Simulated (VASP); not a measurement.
# Ta in VASP: notebook, part 2 of 2

VASP 6.6.1. The steps go on from the part before.

### 5 Single point, PBEsol (strain +0.080 along x and y, +0.040 along z)

The input, INCAR:

```
PREC = Accurate ; ENCUT = 520
EDIFF = 1E-6 ; ISMEAR = 0
SIGMA = 0.15 ; LREAL = F
LASPH = T ; NELM = 80
ALGO = Fast ; ISIF = 2
LWAVE = F ; LCHARG = T
GGA = PS ; LELF = T
LVHAR = T ; NBANDS = 12
```

The input, KPOINTS:

```
regular mesh
0
Gamma
  20 20 20
```

The input, POSCAR:

```
Ta
1.0
   -1.7833824000      1.7833824000      1.7173312000
    1.7833824000     -1.7833824000      1.7173312000
    1.7833824000      1.7833824000     -1.7173312000
Ta
1
Direct
    0.0000000000      0.0000000000      0.0000000000
```

Potentials or basis: VASP PAW PBE potentials, release 64 (Ta_pv).

Run with:

```bash
cat potpaw_PBE.64/Ta_pv/POTCAR > POTCAR
mpirun -np 1 vasp_std > vasp.out
```

OUTCAR:

```text
PREC = Accurate
   ENCUT = 520
   EDIFF = 1E-6
   ISMEAR = 0
   LREAL = F
   LASPH = T
   NELM = 80
   ISIF = 2
   GGA = PS

 ion  position               nearest neighbor table
   1  0.000  0.000  0.000-

  LATTYP: Found a body centered tetragonal cell.
 ALAT       =     3.5667648000
 C/A-ratio  =     0.9629629630

  Lattice vectors:

 A1 = (  -1.7833824000,   1.7833824000,   1.7173312000)
 A2 = (   1.7833824000,  -1.7833824000,   1.7173312000)
 A3 = (   1.7833824000,   1.7833824000,  -1.7173312000)

Analysis of symmetry for initial positions (statically):
=====================================================================
 Subroutine PRICEL returns:
 Original cell was already a primitive cell.

 Routine SETGRP: Setting up the symmetry group for a
 body centered tetragonal supercell.

 Subroutine GETGRP returns: Found 16 space group operations
 (whereof 16 operations were pure point group operations)
 out of a pool of 16 trial point group operations.

The static configuration has the point symmetry D_4h.

Analysis of symmetry for dynamics (positions and initial velocities):
=====================================================================
 Subroutine PRICEL returns:
 Original cell was already a primitive cell.

 Routine SETGRP: Setting up the symmetry group for a
 body centered tetragonal supercell.

 Subroutine GETGRP returns: Found 16 space group operations
 (whereof 16 operations were pure point group operations)
 out of a pool of 16 trial point group operations.

The dynamic configuration has the point symmetry D_4h.

 Subroutine INISYM returns: Found 16 space group operations
 (whereof 16 operations are pure point group operations),
 and found     1 'primitive' translations

----------------------------------------------------------------------------------------

                                     Primitive cell

  volume of cell :      21.8476

  direct lattice vectors                    reciprocal lattice vectors
    -1.783382400  1.783382400  1.717331200     0.000000000  0.280366118  0.291149430
     1.783382400 -1.783382400  1.717331200     0.280366118  0.000000000  0.291149430
     1.783382400  1.783382400 -1.717331200     0.280366118  0.280366118  0.000000000

  length of vectors
     3.051250894  3.051250894  3.051250894     0.404194447  0.404194447  0.396497566

  position of ions in fractional coordinates (direct lattice)
     0.000000000  0.000000000  0.000000000

  ion indices of the primitive-cell ions
   primitive index   ion index
                 1           1

----------------------------------------------------------------------------------------

 KPOINTS: regular mesh

Automatic generation of k-mesh.
 Grid dimensions read from file:
 generate k-points for:   20   20   20

 Generating k-lattice:

  Cartesian coordinates                     Fractional coordinates (reciprocal lattice)
     0.000000000  0.014018306  0.014557471     0.050000000  0.000000000  0.000000000
     0.014018306  0.000000000  0.014557471     0.000000000  0.050000000  0.000000000
     0.014018306  0.014018306  0.000000000     0.000000000  0.000000000  0.050000000

  Length of vectors
     0.020209722  0.020209722  0.019824878

  Shift w.r.t. Gamma in fractional coordinates (k-lattice)
     0.000000000  0.000000000  0.000000000

 Subroutine IBZKPT returns following result:
 ===========================================

 Found    641 irreducible k-points:

 Following reciprocal coordinates:
            Coordinates               Weight
  0.000000  0.000000  0.000000      1.000000
  0.050000  0.000000  0.000000      8.000000
  0.100000  0.000000  0.000000      8.000000
  0.150000  0.000000 -0.000000      8.000000
  0.200000  0.000000  0.000000      8.000000
  0.250000  0.000000  0.000000      8.000000
[... 16 lines left out ...]
 -0.400000  0.050000  0.000000     16.000000
 -0.350000  0.050000  0.000000     16.000000
 [... further k-points ...]
   k-points           NKPTS =    641   k-points in BZ     NKDIM =    641   number of bands    NBANDS=     12
   number of dos      NEDOS =    301   number of ions     NIONS =      1
   total plane-waves  NPLWV =  13824
   dimension x,y,z NGX =    24 NGY =   24 NGZ =   24
   dimension x,y,z NGXF=    48 NGYF=   48 NGZF=   48
   ions per type =               1
   NGX,Y,Z   is equivalent  to a cutoff of  13.08, 13.08, 13.08 a.u.
   NGXF,Y,Z  is equivalent  to a cutoff of  26.15, 26.15, 26.15 a.u.
 SYSTEM =  unknown system
   PREC   = accura    normal or accurate (medium, high low for compatibility)
   ISTART =      0    job   : 0-new  1-cont  2-samecut
   ICHARG =      2    charge: 1-file 2-atom 10-const
   ISPIN  =      1    spin polarized calculation?
   LNONCOLLINEAR =      F non collinear calculations
   LSORBIT =      F    spin-orbit coupling
   LASPH  =      T    aspherical Exc in radial PAW
   ENCUT  =  520.0 eV  38.22 Ry    6.18 a.u.   5.67  5.67  5.67*2*pi/ulx,y,z
   NELM   =     80;   NELMIN=  2; NELMDL= -5     # of ELM steps
   EDIFF  = 0.1E-05   stopping-criterion for ELM
   LREAL  =      F    real-space projection
   EDIFFG = 0.1E-04   stopping-criterion for IOM
   NSW    =      0    number of steps for IOM
   IBRION =     -1    ionic relax: 0-MD 1-quasi-New 2-CG
   NFREE  =      0    steps in history (QN), initial steepest desc. (CG)
   ISIF   =      2    stress and relaxation
   ISYM   =      2    0-nonsym 1-usesym 2-fastsym
   POTIM  = 0.5000    time-step for ionic-motion
   TEBEG  =    0.0;   TEEND  =   0.0 temperature during run
   PSTRESS=    0.0 pullay stress
   NELECT =      11.0000    total number of electrons
   NUPDOWN=      -1.0000    fix difference up-down
   EMIN   =  10.00;   EMAX   =-10.00  energy-range for DOS
   EFERMI =   0.00;   METHOD = LEGACY
   ISMEAR =     0;   SIGMA  =   0.15  broadening in eV -4-tet -1-fermi 0-gaus
   EFERMI_NEDOS =   21; number of points for ismear=-14 and -15
   IALGO  =     68    algorithm
   IMIX   =      4    mixing-type and parameters
     AMIX     =   0.40;   BMIX     =  1.00
     AMIX_MAG =   1.60;   BMIX_MAG =  1.00
  volume/ion in A,a.u.               =      21.85       147.43
  Fermi-wavevector in a.u.,A,eV,Ry     =   1.302381  2.461143 23.078152  1.696196
  Thomas-Fermi vector in A             =   2.433453
   LORBIT       =      0    0 simple, 1 ext, 2 COOP (PROOUT), +10 PAW based schemes
   GGA     = PS    functional components
   LHFCALC =     F    Hartree Fock is set to
   AEXX    =    0.0000 exact exchange contribution
   IVDW    =     0    specifies the selected vdW correction
   LEPSILON=     F    determine dielectric tensor
   LRPA    =     F    only Hartree local field effects (RPA)
 non-spin polarized calculation
 RMM-DIIS sequential band-by-band and
 Gauss-broadening in eV      SIGMA  =   0.15
  energy-cutoff  :      520.00
  volume of cell :       21.85
 maximum number of plane-waves:       603
   NGX = 11   NGY = 11   NGZ = 11

 number of electron      10.9999999 magnetization

 Free energy of the ion-electron system (eV)
  ---------------------------------------------------
  ext. energy  EPLUGINS =         0.00000000
  ---------------------------------------------------
  free energy    TOTEN  =       -12.10321360 eV

  energy without entropy =      -12.08473389  energy(sigma->0) =      -12.09397374

 E-fermi :   3.8929     XC(G=0): -11.7713

 val. band max:        3.8923882467   @ k =  -0.4500  -0.4500   0.0500
 cond. band min:       3.8962010244   @ k =  -0.2000   0.4000   0.1500
 fundamental gap:      0.0038127776
 Fermi energy:         3.8928767688

 k-point     1 :       0.0000    0.0000    0.0000
  band No.  band energies     occupation
      1     -29.9101      2.00000
      2     -29.9101      2.00000
      3     -29.9029      2.00000
      4      -3.2814      2.00000
      5       4.3008      0.00012
      6       4.6833      0.00000
      7       4.6833      0.00000
      8       6.9006      0.00000
      9       7.4073      0.00000
     10      17.8247      0.00000
     11      17.8247      0.00000
     12      18.4396      0.00000
[... 331 lines left out ...]
 k-point    24 :      -0.3500    0.0500    0.0000
  band No.  band energies     occupation
      1     -30.3538      2.00000
      2     -30.0653      2.00000
      3     -29.9174      2.00000
      4      -0.3726      2.00000
      5       3.0921      2.00000
      6       3.7371      1.85808
      7       6.9814      0.00000
      8       7.4717      0.00000
      9       7.8733      0.00000
     10      15.6610      0.00000
     11      16.8481      0.00000
     12      17.8564      0.00000

 [... further k-points ...]

------------------------ aborting loop because EDIFF is reached ----------------------------------------

  FORCE on cell =-STRESS in cart. coord.  units (eV):
  Direction    XX          YY          ZZ          XY          YZ          ZX
  --------------------------------------------------------------------------------------
  -------------------------------------------------------------------------------------
  Total       -4.0745724     -4.0745724     -3.8320600      0.0000000      0.0000000     -0.0000000
  in kB     -298.8062055   -298.8062055   -281.0217163      0.0000000      0.0000000     -0.0000000
  external PRESSURE =    -292.8780424 kB  Pullay stress =       0.0000000 kB

 VOLUME and BASIS-vectors are now :
 -----------------------------------------------------------------------------
  energy-cutoff  :      520.00
  volume of cell :       21.85
      direct lattice vectors                 reciprocal lattice vectors
    -1.783382400  1.783382400  1.717331200     0.000000000  0.280366118  0.291149430
     1.783382400 -1.783382400  1.717331200     0.280366118  0.000000000  0.291149430
     1.783382400  1.783382400 -1.717331200     0.280366118  0.280366118  0.000000000

 POSITION                                       TOTAL-FORCE (eV/Angst)
 -----------------------------------------------------------------------------------
      0.00000      0.00000      0.00000         0.000000     -0.000000     -0.000000
 -----------------------------------------------------------------------------------
    total drift:                                0.000000      0.000000      0.000000

  FREE ENERGIE OF THE ION-ELECTRON SYSTEM (eV)
  ---------------------------------------------------
  free  energy   TOTEN  =       -12.1032135961 eV

  energy  without entropy=      -12.0847338883  energy(sigma->0) =      -12.09397374
```

OSZICAR:

```text
N       E                     dE             d eps       ncg     rms          rms(c)
DAV:   1     0.598811622209E+02    0.59881E+02   -0.60406E+03 15400   0.843E+02
DAV:   2    -0.117134881587E+02   -0.71595E+02   -0.69869E+02 17312   0.237E+02
DAV:   3    -0.128039132281E+02   -0.10904E+01   -0.10766E+01 18724   0.275E+01
DAV:   4    -0.128079119270E+02   -0.39987E-02   -0.39980E-02 16948   0.184E+00
DAV:   5    -0.128079335453E+02   -0.21618E-04   -0.21618E-04 18752   0.127E-01    0.989E+00
RMM:   6    -0.122413494147E+02    0.56658E+00   -0.41925E-01 16423   0.503E+00    0.427E+00
RMM:   7    -0.121039380892E+02    0.13741E+00   -0.35200E-01 16810   0.443E+00    0.487E-01
RMM:   8    -0.121033334205E+02    0.60467E-03   -0.17174E-02 17747   0.109E+00    0.298E-01
RMM:   9    -0.121031855209E+02    0.14790E-03   -0.32302E-03 18575   0.427E-01    0.703E-02
RMM:  10    -0.121032001850E+02   -0.14664E-04   -0.58680E-04 19538   0.151E-01    0.169E-02
RMM:  11    -0.121032105660E+02   -0.10381E-04   -0.10305E-04 20186   0.613E-02    0.159E-02
RMM:  12    -0.121032129964E+02   -0.24304E-05   -0.22292E-05 20183   0.267E-02    0.653E-02
RMM:  13    -0.121032135961E+02   -0.59973E-06   -0.54229E-06 17328   0.161E-02
   1 F= -.12103214E+02 E0= -.12093974E+02  d E =-.184797E-01
```

stdout:

```text
POSCAR found type information on POSCAR Ta
 POSCAR found :  1 types and       1 ions
 scaLAPACK will be used
 -----------------------------------------------------------------------------
|                                                                             |
|                                                                             |
|     You enforced a specific xc type in the INCAR file but a different       |
|     I HOPE YOU KNOW WHAT YOU ARE DOING!                                     |
|                                                                             |
 -----------------------------------------------------------------------------

 LDA part: xc-table for (Slater+PW92), standard interpolation
 POSCAR, INCAR and KPOINTS ok, starting setup
 FFT: planning ... GRIDC
 FFT: planning ... GRID_SOFT
 FFT: planning ... GRID
 WAVECAR not read
 entering main loop
WARNING in EDDRMM: call to ZHEGV failed, returncode =   8  4     12
```

Run time: 2.7 min. Hardware: 1 thread of Intel Xeon 8259CL, shared host; peak memory 0.27 GiB.

What came out:

```
Free energy            : -12.1032 eV
Pressure               : -29.3 GPa
Band gap on the k mesh : zero (an odd number of electrons rules out a gap without spin polarisation)
```

Caveat: the cell differs from its parent crystal (strain +0.080 along x and y, +0.040 along z); the cell stands under tension; the PAW data sets were made with another functional, which shifts forces and pressure a little; spin-orbit coupling is left out, which moves the levels of the heavy elements.

### 6 Single point, PBEsol (strain -0.080 along x and y, -0.040 along z)

The input, INCAR:

```
  ALGO = Normal
  EDIFF = 1E-6
  ENCUT = 520
  GGA = PS
  ISIF = 2
  ISMEAR = 0
  LASPH = True
  LCHARG = True
  LELF = True
  LREAL = False
  LVHAR = True
  LWAVE = False
  NBANDS = 12
  NELM = 80
  PREC = Accurate
  SIGMA = 0.15
```

The input, KPOINTS:

```
k-points
0
Gamma
  20 20 20
```

The input, POSCAR:

```
Ta
1.0
   -1.5191776000      1.5191776000      1.5852288000
    1.5191776000     -1.5191776000      1.5852288000
    1.5191776000      1.5191776000     -1.5852288000
Ta
1
Direct
    0.0000000000      0.0000000000      0.0000000000
```

Potentials or basis: VASP PAW PBE potentials, release 64 (Ta_pv).

Run with:

```bash
cat potpaw_PBE.64/Ta_pv/POTCAR > POTCAR
mpirun -np 1 vasp_std > vasp.out
```

It took 1.8 min on 1 thread of Intel Xeon 8259CL, shared host; peak memory 0.22 GiB.

It converged, with:

- Free energy: -12.0837 eV
- Pressure: 56.3 GPa
- Band gap on the k mesh: zero (an odd number of electrons rules out a gap without spin polarisation)

Stress tensor (GPa, compression positive):
```
59.10  0.00  0.00
 0.00 59.10  0.00
 0.00  0.00 50.61
```

Levels at points of the mesh, in eV from the Fermi level:
| k point | band 3 | band 4 | band 5 | band 6 | band 7 | band 8 |
| --- | --- | --- | --- | --- | --- | --- |
| (0.00, 0.00, 0.00) | -32.20 | -8.68 | 0.43 | 0.43 | 1.10 | 4.19 |
| (0.50, 0.00, 0.00) | -32.21 | -5.45 | -2.08 | 2.72 | 4.28 | 6.07 |
| (0.50, 0.50, 0.00) | -32.28 | -5.49 | -2.76 | 3.12 | 5.40 | 6.40 |
| (0.50, 0.50, 0.50) | -33.66 | -5.36 | -5.19 | 8.51 | 8.75 | 8.75 |

Caveat: the cell differs from its parent crystal (strain -0.080 along x and y, -0.040 along z); the stress differs along the axes, from 51 to 59 GPa; the PAW data sets were made with another functional, which shifts forces and pressure a little; spin-orbit coupling is left out, which moves the levels of the heavy elements.

### 7 Overview

| cell | gap on the mesh (eV) | pressure (GPa) |
| --- | --- | --- |
| a = 3.089 Å, angles 109.5°, 1 atom | none | -32.1 |
| a = 2.937 Å, angles 108.4, 108.4, 111.6°, 1 atom | none | -16.7 |
| a = 3.013 Å, angles 110.5, 110.5, 107.4°, 1 atom | none | -25.9 |
| a = 3.051 Å, angles 108.5, 108.5, 111.5°, 1 atom | none | -29.3 |
| a = 2.670 Å, angles 110.6, 110.6, 107.2°, 1 atom | none | 56.3 |

Alike in all rows: task single point; level PBEsol; potentials or basis VASP PAW PBE potentials, release 64 (Ta_pv); no spin polarisation; k mesh 20 × 20 × 20; cutoff (eV) 520; smearing gaussian 0.15 eV.

Caveats: the PAW data sets were made with another functional, which shifts forces and pressure a little; spin-orbit coupling is left out, which moves the levels of the heavy elements; the cell stands under tension (at least some runs); the stress differs along the axes, from 51 to 59 GPa (at least some runs).

Absolute energies hang on the potentials; compare differences alone.
